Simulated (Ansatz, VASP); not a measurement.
ZrMoSe4 in VASP and in Ansatz

```xyz
6
Lattice="3.1840 0.0000 0.0000 0.0000 3.1840 0.0000 0.0000 0.0000 14.8318" Properties=species:S:1:pos:R:3 pbc="T T T"
Zr    0.0000    0.0000    7.4159
Mo    0.0000    0.0000    0.0000
Se    1.5920    1.5920    5.7264
Se    1.5920    1.5920   13.3094
Se    1.5920    1.5920    1.5224
Se    1.5920    1.5920    9.1054
```

Change from the starting cell: species swapped into the MnFeSi4 type (P4/mmm, No. 123).

Alike in both runs: functional PBE; k mesh 12 × 12 × 4; occupations gaussian, width 0.1 eV; no spin polarisation.

Ansatz relaxed the structure, and its values are those at the end. VASP's run is a single point on that final structure, the one shown.

|  | VASP | Ansatz |
| --- | --- | --- |
| version | VASP 6.6.1 | Ansatz 0.2.0 |
| potentials or method | VASP PAW PBE potentials, release 64 (Zr_sv, Mo_sv, Se), cutoff 520 eV | scalar-relativistic, plane waves, PAW |
| valence electrons in the cell | 50 | 90 |

Ansatz gave:

```
gap on the k mesh at the Fermi level (eV) : none
pressure (GPa)                            : 0.0
rms of the force components (eV/Å)        : 0.001
```

**Question.** What did VASP give for the same quantities?

**Answer.** gap on the k mesh at the Fermi level (eV): none; pressure (GPa): 0.1; rms of the force components (eV/Å): 0.009.

A gap of «none» marks a metal or a gap that the smearing closes. The functional is the same, so the differences come from potentials, cutoffs and numerics. VASP's potentials hold 50 valence electrons a cell and Ansatz's 90, so a difference there can come from the potentials and not from the codes.
